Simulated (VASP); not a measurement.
Runs of VASP 6.6.1 on Hf. The structure is that of space group P6_3/mmc (No. 194), or close to it. The cells are those of the table. 

```csv
task,cell,k mesh,cutoff (eV),gap on the mesh (eV),pressure (GPa)
single point,"a = 3.203, b = 3.203, c = 10.212 Å, angles 90.0, 90.0, 120.0°, 4 atoms",18 × 18 × 6,520,none,(a)
single point,"a = 3.188, b = 3.188, c = 10.268 Å, angles 90.0, 90.0, 120.0°, 4 atoms",6 × 6 × 2,520,none,-0.5
relaxation of cell and atoms,"relaxed from a = 3.243, b = 3.243, c = 10.460 Å, angles 90.0, 90.0, 120.0°, 4 atoms",6 × 6 × 2,600,none,-0.1
single point,"a = 3.243, b = 3.243, c = 10.460 Å, angles 90.0, 90.0, 120.0°, 4 atoms",6 × 6 × 2,520,none,-5.5
```

Alike in all rows: level PBE; potentials or basis VASP PAW PBE potentials, release 64 (Hf_pv); no spin polarisation; smearing gaussian 0.1 eV.

Problem. Fill in the values left out.

Solution. (a) -0.4.

Caveats: some runs use coarse meshes; spin-orbit coupling is left out, which moves the levels of the heavy elements.

A k mesh can miss the band edges, and the runs leave out spin-orbit coupling on Hf.

A gap of «none» marks levels without a gap at the run's occupations.
